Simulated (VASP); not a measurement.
Input of a VASP 6.6.1 run:

The input INCAR:

```
SYSTEM = O
PREC = Accurate
ENCUT = 600
EDIFF = 1E-6
ISMEAR = 0
SIGMA = 0.1
LREAL = .False.
LASPH = .True.
NELM = 100
ALGO = Normal
ISIF = 3
LWAVE = .False.
LCHARG = .False.
GGA = PE
IBRION = 2
NSW = 90
EDIFFG = -0.04
```

Contents of KPOINTS:

```
regular mesh
0
Gamma
  6 6 4
  0 0 0
```

The input POSCAR:

```
O
1.0
    2.4209695304     -1.6000756579      0.0000000000
    2.4209695304      1.6000756579      0.0000000000
    0.0000000000      0.0000000000      6.5271073763
O
4
Direct
    0.8500000000      0.1500000000      0.1170000000
    0.6500000000      0.3500000000      0.6170000000
    0.1500000000      0.8500000000      0.8830000000
    0.3500000000      0.6500000000      0.3830000000
```

Potentials or basis: VASP PAW PBE potentials, release 64 (O).

Command:

```bash
$ cat potpaw_PBE.64/O/POTCAR > POTCAR
$ mpirun -np 1 vasp_std > vasp.out
```

Task: What does it give for the relaxed volume?

Result: 15.08 Å³/atom.

Task: Predict the relaxed cell.

Result: a = 3.238 Å, b = 3.238 Å, c = 7.205 Å, α = 90.00°, β = 90.00°, γ = 52.99°.

Task: Estimate the space group after relaxing (to 0.05 Å).

Result: Cmce (No. 64).

Stress tensor (GPa, compression positive):
```
-0.04  0.00  0.00
 0.00  0.09  0.00
 0.00  0.00  0.11
```

Caveat: the k points lie up to 0.40 Å⁻¹ apart in the final cell; the volume moved by over 15 % at a fixed basis, so the end points are rough.
